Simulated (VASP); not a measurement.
# ZnO (R-3m) in VASP: further runs, part 2 of 2

VASP 6.6.1.

## (3) Single point, r2SCAN (strain along [111] +4.1%)

Input file POSCAR:

```
ZnO
1.0
    0.0587498116      2.1925202079      2.1925202079
    2.1925202079      0.0587498116      2.1925202079
    2.1925202079      2.1925202079      0.0587498116
Zn O
1 1
Direct
    0.0000000000      0.0000000000      0.0000000000
    0.5000000000      0.5000000000      0.5000000000
```

Input file INCAR.step1:

```
ALGO     = Normal         # electronic algorithm
EDIFF    = 1E-4           # SCF threshold, eV
ENCUT    = 520            # plane-wave cutoff, eV
GGA      = PE             # functional
ISMEAR   = 0              # smearing method
LASPH    = T              # aspherical terms in the spheres
LCHARG   = F              # write CHGCAR
LREAL    = F              # projectors in reciprocal space
LWAVE    = T              # write WAVECAR
NBANDS   = 16             # bands
NELM     = 100            # most SCF steps
PREC     = Accurate       # precision mode
SIGMA    = 0.01           # smearing width, eV
```

Input file INCAR.step2:

```
ALGO     = Normal         # electronic algorithm
EDIFF    = 1E-6           # SCF threshold, eV
ENCUT    = 520            # plane-wave cutoff, eV
ISIF     = 2              # what is computed and relaxed
ISMEAR   = 0              # smearing method
ISTART   = 1            
LASPH    = T              # aspherical terms in the spheres
LCHARG   = T              # write CHGCAR
LELF     = T              # ELF
LMIXTAU  = T            
LREAL    = F              # projectors in reciprocal space
LVHAR    = T            
LWAVE    = F              # write WAVECAR
METAGGA  = R2SCAN         # meta-GGA
NBANDS   = 16             # bands
NELM     = 100            # most SCF steps
PREC     = Accurate       # precision mode
SIGMA    = 0.01           # smearing width, eV
```

Input file KPOINTS:

```
k-points
0
Gamma
  10 10 10
```

Potentials or basis: VASP PAW PBE potentials, release 64 (Zn, O).

The run is started by

```console
$ cat potpaw_PBE.64/Zn/POTCAR potpaw_PBE.64/O/POTCAR > POTCAR
$ cp INCAR.step1 INCAR
$ mpirun -np 1 vasp_std > vasp.out
$ cp INCAR.step2 INCAR
$ mpirun -np 1 vasp_std > vasp.out
```

OUTCAR:

```text
EDIFF = 1E-6
   ENCUT = 520
   ISIF = 2
   ISMEAR = 0
   ISTART = 1
   LASPH = T
   LREAL = F
   METAGGA = R2SCAN
   NELM = 100
   PREC = Accurate

 ion  position               nearest neighbor table
   1  0.000  0.000  0.000-   2 2.16   2 2.16   2 2.16   2 2.16   2 2.16   2 2.16
   2  0.500  0.500  0.500-   1 2.16   1 2.16   1 2.16   1 2.16   1 2.16   1 2.16

  LATTYP: Found a trigonal (rhomboedric) cell.
 ALAT       =     3.1012483397
 COS(alpha) =     0.5266065099

  Lattice vectors:

 A1 = (   0.0587498116,   2.1925202079,   2.1925202079)
 A2 = (   2.1925202079,   0.0587498116,   2.1925202079)
 A3 = (   2.1925202079,   2.1925202079,   0.0587498116)

Analysis of symmetry for initial positions (statically):
=====================================================================
 Subroutine PRICEL returns:
 Original cell was already a primitive cell.

 Routine SETGRP: Setting up the symmetry group for a
 trigonal (rhombohedral) supercell.

 Subroutine GETGRP returns: Found 12 space group operations
 (whereof 12 operations were pure point group operations)
 out of a pool of 12 trial point group operations.

The static configuration has the point symmetry D_3d.

Analysis of symmetry for dynamics (positions and initial velocities):
=====================================================================
 Subroutine PRICEL returns:
 Original cell was already a primitive cell.

 Routine SETGRP: Setting up the symmetry group for a
 trigonal (rhombohedral) supercell.

 Subroutine GETGRP returns: Found 12 space group operations
 (whereof 12 operations were pure point group operations)
 out of a pool of 12 trial point group operations.

The dynamic configuration has the point symmetry D_3d.

 Subroutine INISYM returns: Found 12 space group operations
 (whereof 12 operations are pure point group operations),
 and found     1 'primitive' translations

[... 105 lines left out ...]
   NELECT =      18.0000    total number of electrons
   NUPDOWN=      -1.0000    fix difference up-down
   EMIN   =  10.00;   EMAX   =-10.00  energy-range for DOS
   EFERMI =   0.00;   METHOD = LEGACY
   ISMEAR =     0;   SIGMA  =   0.01  broadening in eV -4-tet -1-fermi 0-gaus
   EFERMI_NEDOS =   21; number of points for ismear=-14 and -15
   IALGO  =     38    algorithm
   IMIX   =      4    mixing-type and parameters
     AMIX     =   0.40;   BMIX     =  1.00
     AMIX_MAG =   1.60;   BMIX_MAG =  1.00
  volume/ion in A,a.u.               =      10.12        68.27
  Fermi-wavevector in a.u.,A,eV,Ry     =   1.574524  2.975419 33.730566  2.479127
  Thomas-Fermi vector in A             =   2.675646
   LORBIT       =      0    0 simple, 1 ext, 2 COOP (PROOUT), +10 PAW based schemes
   METAGGA = R2SCAN    functional components
   LHFCALC =     F    Hartree Fock is set to
   AEXX    =    0.0000 exact exchange contribution
   IVDW    =     0    specifies the selected vdW correction
   LEPSILON=     F    determine dielectric tensor
   LRPA    =     F    only Hartree local field effects (RPA)
 non-spin polarized calculation
 Gauss-broadening in eV      SIGMA  =   0.01
  energy-cutoff  :      520.00
  volume of cell :       20.23
 maximum number of plane-waves:       560
   NGX = 11   NGY = 11   NGZ = 11

 number of electron      18.0000004 magnetization

 Free energy of the ion-electron system (eV)
  ---------------------------------------------------
  ext. energy  EPLUGINS =         0.00000000
  ---------------------------------------------------
  free energy    TOTEN  =       -17.92364084 eV

  energy without entropy =      -17.92364084  energy(sigma->0) =      -17.92364084

 E-fermi :   2.2395     XC(G=0): -12.8736

 val. band max:        2.0803225404   @ k =   0.5000   0.5000   0.5000
 cond. band min:       3.3745291106   @ k =   0.0000   0.0000   0.0000
 fundamental gap:      1.2942065702
 Fermi energy:         2.2395106510

 k-point     1 :       0.0000    0.0000    0.0000
  band No.  band energies     occupation
      1     -17.1915      2.00000
      2      -2.8602      2.00000
      3      -2.8222      2.00000
      4      -2.8222      2.00000
      5      -2.6444      2.00000
      6      -2.6444      2.00000
[... 433 lines left out ...]
      3      -3.1711      2.00000
      4      -2.8329      2.00000
      5      -2.5939      2.00000
      6      -2.4282      2.00000
[... 8 lines left out ...]
     15      30.1211      0.00000
     16      30.3049      0.00000

 [... further k-points ...]
[... 5 lines left out ...]
  --------------------------------------------------------------------------------------
  -------------------------------------------------------------------------------------
  Total       -0.7466888     -0.7466888     -0.7466888     -0.3411833     -0.3411833     -0.3411833
  in kB      -59.1291005    -59.1291005    -59.1291005    -27.0177667    -27.0177667    -27.0177667
  external PRESSURE =     -59.1291005 kB  Pullay stress =       0.0000000 kB

 VOLUME and BASIS-vectors are now :
 -----------------------------------------------------------------------------
  energy-cutoff  :      520.00
  volume of cell :       20.23
      direct lattice vectors                 reciprocal lattice vectors
     0.058749812  2.192520208  2.192520208    -0.237424949  0.231229037  0.231229037
     2.192520208  0.058749812  2.192520208     0.231229037 -0.237424949  0.231229037
     2.192520208  2.192520208  0.058749812     0.231229037  0.231229037 -0.237424949

 POSITION                                       TOTAL-FORCE (eV/Angst)
 -----------------------------------------------------------------------------------
      0.00000      0.00000      0.00000         0.000000     -0.000000      0.000000
      2.22190      2.22190      2.22190        -0.000000      0.000000     -0.000000
 -----------------------------------------------------------------------------------
    total drift:                                0.000000     -0.000000     -0.000000

  FREE ENERGIE OF THE ION-ELECTRON SYSTEM (eV)
  ---------------------------------------------------
  free  energy   TOTEN  =       -17.9236408400 eV

  energy  without entropy=      -17.9236408400  energy(sigma->0) =      -17.92364084
```

OUTCAR.step1:

```text
EDIFF = 1E-4
   ENCUT = 520
   GGA = PE
   ISMEAR = 0
   LASPH = T
[... 677 lines left out ...]
 -----------------------------------------------------------------------------------
      0.00000      0.00000      0.00000         0.000000     -0.000000      0.000000
      2.22190      2.22190      2.22190        -0.000000      0.000000     -0.000000
 -----------------------------------------------------------------------------------
    total drift:                                0.000000     -0.000000     -0.000000

  FREE ENERGIE OF THE ION-ELECTRON SYSTEM (eV)
  ---------------------------------------------------
  free  energy   TOTEN  =        -8.6197007537 eV

  energy  without entropy=       -8.6197007537  energy(sigma->0) =       -8.61970075
```

It took 70 s on 1 thread of Intel Xeon 6975P-C, shared host; peak memory 0.17 GiB.

Results:

```
Free energy            : -17.9236 eV
Pressure               : -5.9 GPa
Band gap on the k mesh : 1.29 eV, indirect (least direct gap 2.50 eV)
```

Stress tensor (GPa, compression positive):
```
-5.91 -2.70 -2.70
-2.70 -5.91 -2.70
-2.70 -2.70 -5.91
```

Caveat: the cell differs from its parent crystal (strain along [111] +4.1%); the PAW data sets were made with another functional, which shifts forces and pressure a little.
